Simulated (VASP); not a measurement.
**VH: single point with LDA**

Crystal: VH.

```xyz
2
Lattice="0.0000 1.9324 1.9324 1.9324 0.0000 1.9324 1.9324 1.9324 0.0000" Properties=species:S:1:pos:R:3 pbc="T T T"
V     0.0000    0.0000    0.0000
H     1.9324    1.9324    1.9324
```

| Property | Result |
| --- | --- |
| Program | VASP 6.6.1 |
| Task | single point |
| Functional | LDA |
| Potentials or basis | VASP PAW LDA potentials, release 64 (V_sv, H) |
| Cutoff | 520 eV |
| k mesh | 9 × 9 × 9 |
| Occupations | gaussian, width 0.02 eV |
| Spin | collinear spin, ferromagnetic start |
| Starting moments | [1.5, 0.0] μB |
| Dipole correction | no |
| Further INCAR settings | ALGO = Normal; EDIFF = 1e-06; NBANDS = 18 |

| Item | Value |
| --- | --- |
| Pressure | 0.4 GPa |
| Band gap on the k mesh | zero (filled and empty bands overlap) |
| Net moment | 0.02 μB per cell |
| Valence electrons inside the program's atomic spheres | V 11.77; H 0.58 |

Levels at points of the mesh, in eV from the Fermi level:
Spin up:
```csv
k point,band 3,band 4,band 5,band 6,band 7,band 8,band 9,band 10,band 11,band 12
"(0.00, 0.00, 0.00)",-37.21,-37.21,-10.75,-0.15,-0.15,-0.15,1.42,1.42,13.35,16.78
```
Spin down:
```tsv
k point	band 3	band 4	band 5	band 6	band 7	band 8	band 9	band 10	band 11	band 12
(0.00, 0.00, 0.00)	-37.20	-37.20	-10.74	-0.14	-0.14	-0.14	1.43	1.43	13.35	16.78
```

It took 6.4 s on 1 thread of Intel(R) Xeon(R) 6975P-C (Granite Rapids) (shared host), peak memory 0.13 GiB.
